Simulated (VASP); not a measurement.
# SnBr4Cl (F-43m) in VASP: a series of runs, part 2 of 2

VASP 6.6.1.

**3. Single point, PBE**

This run uses another cell than the first one, of 27.66 Å³/atom, 0.940 times its volume.

Contents of INCAR:

```
PREC = Accurate ; ENCUT = 520
EDIFF = 1E-7 ; ISMEAR = 0
SIGMA = 0.1 ; LREAL = False
LASPH = True ; NELM = 60
ALGO = Normal ; ISIF = 2
LWAVE = False ; LCHARG = True
GGA = PE ; LELF = True
LVHAR = True ; NBANDS = 34
```

Contents of KPOINTS:

```
Automatic mesh
0
Gamma
  8 8 8
```

Contents of POSCAR:

```
SnBr4Cl
1.0
    0.0000000000      4.3617535279      4.3617535279
    4.3617535279      0.0000000000      4.3617535279
    4.3617535279      4.3617535279      0.0000000000
Sn Br Cl
1 4 1
Direct
    0.7500000000      0.7500000000      0.7500000000
    0.8753696272      0.3748767909      0.3748767909
    0.3748767909      0.3748767909      0.3748767909
    0.3748767909      0.3748767909      0.8753696272
    0.3748767909      0.8753696272      0.3748767909
    0.0000000000      0.0000000000      0.0000000000
```

Potentials or basis: VASP PAW PBE potentials, release 64 (Sn_d, Br, Cl).

Run with:

```console
$ cat potpaw_PBE.64/Sn_d/POTCAR potpaw_PBE.64/Br/POTCAR potpaw_PBE.64/Cl/POTCAR > POTCAR
$ mpirun -np 1 vasp_std > vasp.out
```

OUTCAR:

```text
PREC = Accurate
   ENCUT = 520
   EDIFF = 1E-7
   ISMEAR = 0
   LREAL = False
   LASPH = True
   NELM = 60
   ISIF = 2
   GGA = PE

 ion  position               nearest neighbor table
   1  0.750  0.750  0.750-
   2  0.875  0.375  0.375-
   3  0.375  0.375  0.375-
   4  0.375  0.375  0.875-
   5  0.375  0.875  0.375-
   6  0.000  0.000  0.000-

  LATTYP: Found a face centered cubic cell.
 ALAT       =     8.7235070558

  Lattice vectors:

 A1 = (   0.0000000000,   4.3617535279,   4.3617535279)
 A2 = (   4.3617535279,   0.0000000000,   4.3617535279)
 A3 = (   4.3617535279,   4.3617535279,   0.0000000000)

Analysis of symmetry for initial positions (statically):
=====================================================================
 Subroutine PRICEL returns:
 Original cell was already a primitive cell.

 Routine SETGRP: Setting up the symmetry group for a
 face centered cubic supercell.

 Subroutine GETGRP returns: Found 24 space group operations
 (whereof 24 operations were pure point group operations)
 out of a pool of 48 trial point group operations.

The static configuration has the point symmetry T_d .

Analysis of symmetry for dynamics (positions and initial velocities):
=====================================================================
 Subroutine PRICEL returns:
 Original cell was already a primitive cell.

 Routine SETGRP: Setting up the symmetry group for a
 face centered cubic supercell.

 Subroutine GETGRP returns: Found 24 space group operations
 (whereof 24 operations were pure point group operations)
 out of a pool of 48 trial point group operations.

The dynamic configuration has the point symmetry T_d .

 Subroutine INISYM returns: Found 24 space group operations
 (whereof 24 operations are pure point group operations),
 and found     1 'primitive' translations

----------------------------------------------------------------------------------------

                                     Primitive cell

  volume of cell :     165.9638

  direct lattice vectors                    reciprocal lattice vectors
     0.000000000  4.361753528  4.361753528    -0.114632795  0.114632795  0.114632795
     4.361753528  0.000000000  4.361753528     0.114632795 -0.114632795  0.114632795
     4.361753528  4.361753528  0.000000000     0.114632795  0.114632795 -0.114632795

  length of vectors
     6.168450995  6.168450995  6.168450995     0.198549826  0.198549826  0.198549826

  position of ions in fractional coordinates (direct lattice)
     0.750000000  0.750000000  0.750000000
     0.875369627  0.374876791  0.374876791
     0.374876791  0.374876791  0.374876791
     0.374876791  0.374876791  0.875369627
     0.374876791  0.875369627  0.374876791
     0.000000000  0.000000000  0.000000000

  ion indices of the primitive-cell ions
   primitive index   ion index
                 1           1
                 2           2
                 3           3
                 4           4
                 5           5
                 6           6

----------------------------------------------------------------------------------------

 KPOINTS: Automatic mesh

Automatic generation of k-mesh.
 Grid dimensions read from file:
 generate k-points for:    8    8    8

 Generating k-lattice:

  Cartesian coordinates                     Fractional coordinates (reciprocal lattice)
    -0.014329099  0.014329099  0.014329099     0.125000000  0.000000000  0.000000000
     0.014329099 -0.014329099  0.014329099     0.000000000  0.125000000  0.000000000
     0.014329099  0.014329099 -0.014329099     0.000000000  0.000000000  0.125000000

  Length of vectors
     0.024818728  0.024818728  0.024818728

  Shift w.r.t. Gamma in fractional coordinates (k-lattice)
     0.000000000  0.000000000  0.000000000

 Subroutine IBZKPT returns following result:
 ===========================================

 Found     29 irreducible k-points:

 Following reciprocal coordinates:
            Coordinates               Weight
  0.000000  0.000000  0.000000      1.000000
  0.125000  0.000000  0.000000      8.000000
  0.250000  0.000000  0.000000      8.000000
  0.375000  0.000000  0.000000      8.000000
  0.500000  0.000000  0.000000      4.000000
  0.125000  0.125000  0.000000      6.000000
[... 16 lines left out ...]
  0.500000  0.250000  0.125000     48.000000
 -0.375000  0.250000  0.125000     24.000000
 [... further k-points ...]
   k-points           NKPTS =     29   k-points in BZ     NKDIM =     29   number of bands    NBANDS=     34
   number of dos      NEDOS =    301   number of ions     NIONS =      6
   total plane-waves  NPLWV = 110592
   dimension x,y,z NGX =    48 NGY =   48 NGZ =   48
   dimension x,y,z NGXF=    96 NGYF=   96 NGZF=   96
   ions per type =               1   4   1
   NGX,Y,Z   is equivalent  to a cutoff of  12.94, 12.94, 12.94 a.u.
   NGXF,Y,Z  is equivalent  to a cutoff of  25.87, 25.87, 25.87 a.u.
 SYSTEM =  unknown system
   PREC   = accura    normal or accurate (medium, high low for compatibility)
   ISTART =      0    job   : 0-new  1-cont  2-samecut
   ICHARG =      2    charge: 1-file 2-atom 10-const
   ISPIN  =      1    spin polarized calculation?
   LNONCOLLINEAR =      F non collinear calculations
   LSORBIT =      F    spin-orbit coupling
   LASPH  =      T    aspherical Exc in radial PAW
   ENCUT  =  520.0 eV  38.22 Ry    6.18 a.u.  11.47 11.47 11.47*2*pi/ulx,y,z
   NELM   =     60;   NELMIN=  2; NELMDL= -5     # of ELM steps
   EDIFF  = 0.1E-06   stopping-criterion for ELM
   LREAL  =      F    real-space projection
   EDIFFG = 0.1E-05   stopping-criterion for IOM
   NSW    =      0    number of steps for IOM
   IBRION =     -1    ionic relax: 0-MD 1-quasi-New 2-CG
   NFREE  =      0    steps in history (QN), initial steepest desc. (CG)
   ISIF   =      2    stress and relaxation
   ISYM   =      2    0-nonsym 1-usesym 2-fastsym
   POTIM  = 0.5000    time-step for ionic-motion
   TEBEG  =    0.0;   TEEND  =   0.0 temperature during run
   PSTRESS=    0.0 pullay stress
   NELECT =      49.0000    total number of electrons
   NUPDOWN=      -1.0000    fix difference up-down
   EMIN   =  10.00;   EMAX   =-10.00  energy-range for DOS
   EFERMI =   0.00;   METHOD = LEGACY
   ISMEAR =     0;   SIGMA  =   0.10  broadening in eV -4-tet -1-fermi 0-gaus
   EFERMI_NEDOS =   21; number of points for ismear=-14 and -15
   IALGO  =     38    algorithm
   IMIX   =      4    mixing-type and parameters
     AMIX     =   0.40;   BMIX     =  1.00
     AMIX_MAG =   1.60;   BMIX_MAG =  1.00
  volume/ion in A,a.u.               =      27.66       186.66
  Fermi-wavevector in a.u.,A,eV,Ry     =   1.090107  2.060003 16.168251  1.188333
  Thomas-Fermi vector in A             =   2.226324
   LORBIT       =      0    0 simple, 1 ext, 2 COOP (PROOUT), +10 PAW based schemes
   GGA     = PE    functional components
   LHFCALC =     F    Hartree Fock is set to
   AEXX    =    0.0000 exact exchange contribution
   IVDW    =     0    specifies the selected vdW correction
   LEPSILON=     F    determine dielectric tensor
   LRPA    =     F    only Hartree local field effects (RPA)
 non-spin polarized calculation
 Gauss-broadening in eV      SIGMA  =   0.10
  energy-cutoff  :      520.00
  volume of cell :      165.96
 maximum number of plane-waves:      4520
 NGX is ok and might be reduce to    48
   NGX = 23   NGY = 23   NGZ = 23

 number of electron      48.9999989 magnetization

 Free energy of the ion-electron system (eV)
  ---------------------------------------------------
  ext. energy  EPLUGINS =         0.00000000
  ---------------------------------------------------
  free energy    TOTEN  =       -10.90429667 eV

  energy without entropy =      -10.87895576  energy(sigma->0) =      -10.89162622

 E-fermi :   2.5719     XC(G=0):  -9.1014

 val. band max:        2.4949607180   @ k =   0.5000   0.2500   0.1250
 cond. band min:       2.5821261051   @ k =   0.1250   0.0000   0.0000
 fundamental gap:      0.0871653871
 Fermi energy:         2.5718737465

 k-point     1 :       0.0000    0.0000    0.0000
  band No.  band energies     occupation
      1     -20.0563      2.00000
      2     -20.0563      2.00000
      3     -20.0550      2.00000
      4     -20.0550      2.00000
      5     -20.0550      2.00000
      6     -13.2024      2.00000
[... 26 lines left out ...]
     33      10.3809      0.00000
     34      11.4106      0.00000
[... 820 lines left out ...]
      4     -20.0549      2.00000
      5     -20.0548      2.00000
      6     -12.6990      2.00000
[... 26 lines left out ...]
     33      11.1586      0.00000
     34      11.4371      0.00000

 [... further k-points ...]
[... 5 lines left out ...]
  --------------------------------------------------------------------------------------
  -------------------------------------------------------------------------------------
  Total       -0.0258090     -0.0258090     -0.0258090      0.0000000      0.0000000      0.0000000
  in kB       -0.2491546     -0.2491546     -0.2491546      0.0000000      0.0000000      0.0000000
  external PRESSURE =      -0.2491546 kB  Pullay stress =       0.0000000 kB

 VOLUME and BASIS-vectors are now :
 -----------------------------------------------------------------------------
  energy-cutoff  :      520.00
  volume of cell :      165.96
      direct lattice vectors                 reciprocal lattice vectors
     0.000000000  4.361753528  4.361753528    -0.114632795  0.114632795  0.114632795
     4.361753528  0.000000000  4.361753528     0.114632795 -0.114632795  0.114632795
     4.361753528  4.361753528  0.000000000     0.114632795  0.114632795 -0.114632795

 POSITION                                       TOTAL-FORCE (eV/Angst)
 -----------------------------------------------------------------------------------
      6.54263      6.54263      6.54263        -0.000000     -0.000000     -0.000000
      3.27024      5.45327      5.45327         0.000657     -0.000657     -0.000657
      3.27024      3.27024      3.27024         0.000657      0.000657      0.000657
      5.45327      5.45327      3.27024        -0.000657     -0.000657      0.000657
      5.45327      3.27024      5.45327        -0.000657      0.000657     -0.000657
      0.00000      0.00000      0.00000        -0.000000     -0.000000     -0.000000
 -----------------------------------------------------------------------------------
    total drift:                                0.000001      0.000001      0.000001

  FREE ENERGIE OF THE ION-ELECTRON SYSTEM (eV)
  ---------------------------------------------------
  free  energy   TOTEN  =       -10.9042966718 eV

  energy  without entropy=      -10.8789557597  energy(sigma->0) =      -10.89162622
```

Run time: 8 min. Hardware: 1 thread of AMD EPYC 7R13, shared host; peak memory 0.37 GiB.

Results:

| Quantity | Value |
| --- | --- |
| Free energy | -10.9043 eV |
| Pressure | 0.0 GPa |

Levels at points of the mesh, in eV from the Fermi level:
```
           k point  band 20  band 21  band 22  band 23  band 24  band 25  band 26  band 27  band 28  band 29
(0.00, 0.00, 0.00)    -1.28    -0.19    -0.19    -0.19     0.27     0.27     0.27     2.07     2.07     2.07
(0.50, 0.00, 0.00)    -2.11    -1.13    -0.63    -0.63    -0.17     0.40     0.40     1.40     2.14     2.14
(0.50, 0.50, 0.00)    -1.96    -1.89    -0.80    -0.62    -0.62     0.26     0.26     1.51     1.93     1.93
```

Caveat: spin-orbit coupling is left out, which moves the levels of the heavy elements; an odd number of electrons without spin polarisation forces a metal; a magnetic or distorted state may lie lower.

**4. Relaxation of cell and atoms, PBE**

Contents of INCAR:

```
SYSTEM = SnBr4Cl
PREC = Accurate
ENCUT = 600
EDIFF = 1E-6
ISMEAR = 0
SIGMA = 0.1
LREAL = .FALSE.
LASPH = .TRUE.
NELM = 60
ALGO = Normal
ISIF = 3
LWAVE = .FALSE.
LCHARG = .FALSE.
GGA = PE
IBRION = 2
NSW = 100
EDIFFG = -0.01
```

Contents of KPOINTS:

```
regular mesh
0
G
  8 8 8
  0 0 0
```

Contents of POSCAR:

```
SnBr4Cl
1.0
    0.0000000000      4.4520166900      4.4520166900
    4.4520166900      0.0000000000      4.4520166900
    4.4520166900      4.4520166900      0.0000000000
Sn Br Cl
1 4 1
Direct
    0.7500000000      0.7500000000      0.7500000000
    0.8769448700      0.3743517100      0.3743517100
    0.3743517100      0.3743517100      0.3743517100
    0.3743517100      0.3743517100      0.8769448700
    0.3743517100      0.8769448700      0.3743517100
    0.0000000000      0.0000000000      0.0000000000
```

Run with:

```console
$ cat potpaw_PBE.64/Sn_d/POTCAR potpaw_PBE.64/Br/POTCAR potpaw_PBE.64/Cl/POTCAR > POTCAR
$ mpirun -np 1 vasp_std > vasp.out
```

It took 21 min on 1 thread of AMD EPYC 7R13, shared host; peak memory 0.46 GiB.

It converged, with:

```
Free energy                            : -10.9050 eV
Relaxed volume                         : 27.67 Å³/atom
Relaxed cell                           : a = 6.169 Å, b = 6.169 Å, c = 6.169 Å, α = 60.00°, β = 60.00°, γ = 60.00°
Space group after relaxing (to 0.05 Å) : F-43m (No. 216)
Energy gained by relaxing              : 9.7 meV/atom
Ionic steps                            : 5
Pressure after relaxing                : 0.0 GPa
Largest force after relaxing           : 0.009 eV/Å
```

Forces in eV/Å, atoms in the order of the input:
```
Sn   0.000  0.000  0.000
Br   0.005 -0.005 -0.005
Br   0.005  0.005  0.005
Br  -0.005 -0.005  0.005
Br  -0.005  0.005 -0.005
Cl   0.000  0.000  0.000
```

Step by step:
| step | energy change (eV) | largest force (eV/Å) | pressure (GPa) | volume (Å³) |
| --- | --- | --- | --- | --- |
| 1 | 0.0000 | 0.0923 | -1.62 | 176.48 |
| 2 | -0.0527 | 0.0470 | -0.55 | 169.01 |
| 3 | -0.0582 | 0.0224 | 0.02 | 165.80 |
| 4 | -0.0582 | 0.0239 | -0.01 | 166.01 |
| 5 | -0.0583 | 0.0086 | -0.02 | 166.04 |

Final structure:
```yaml
crystal:
  lattice:
    - [0.00000, 4.36239, 4.36239]
    - [4.36239, 0.00000, 4.36239]
    - [4.36239, 4.36239, 0.00000]
  atoms:
    - { symbol: Sn, position: [0.75000, 0.75000, 0.75000] }
    - { symbol: Br, position: [0.87548, 0.37484, 0.37484] }
    - { symbol: Br, position: [0.37484, 0.37484, 0.37484] }
    - { symbol: Br, position: [0.37484, 0.37484, 0.87548] }
    - { symbol: Br, position: [0.37484, 0.87548, 0.37484] }
    - { symbol: Cl, position: [0.00000, 0.00000, 0.00000] }
```

Levels at points of the mesh, in eV from the Fermi level:
```
           k point  band 21  band 22  band 23  band 24  band 25  band 26  band 27  band 28
(0.00, 0.00, 0.00)    -0.19    -0.19    -0.19     0.27     0.27     0.27     2.07     2.07
(0.50, 0.00, 0.00)    -1.13    -0.63    -0.63    -0.17     0.40     0.40     1.40     2.14
(0.50, 0.50, 0.00)    -1.89    -0.80    -0.62    -0.62     0.26     0.26     1.51     1.93
```

Caveat: spin-orbit coupling is left out, which moves the levels of the heavy elements; an odd number of electrons without spin polarisation forces a metal; a magnetic or distorted state may lie lower.

**5. Summary**

| task | cell | k mesh | cutoff (eV) | gap on the mesh (eV) | pressure (GPa) | largest force (eV/Å) |
| --- | --- | --- | --- | --- | --- | --- |
| single point | a = 6.296 Å, angles 60.0°, 6 atoms | 4 × 4 × 4 | 520 | none | -1.7 | 0.11 |
| single point | a = 6.168 Å, angles 60.0°, 6 atoms | 8 × 8 × 8 | 520 | none | 0.0 | - |
| relaxation of cell and atoms | relaxed from a = 6.296 Å, angles 60.0°, 6 atoms | 8 × 8 × 8 | 600 | none | 0.0 | 0.01 |

Alike in all rows: level PBE; potentials or basis VASP PAW PBE potentials, release 64 (Sn_d, Br, Cl); no spin polarisation; smearing gaussian 0.1 eV.

Caveats: spin-orbit coupling is left out, which moves the levels of the heavy elements; an odd number of electrons without spin polarisation forces a metal; a magnetic or distorted state may lie lower.

Absolute energies hang on the potentials; compare differences alone.
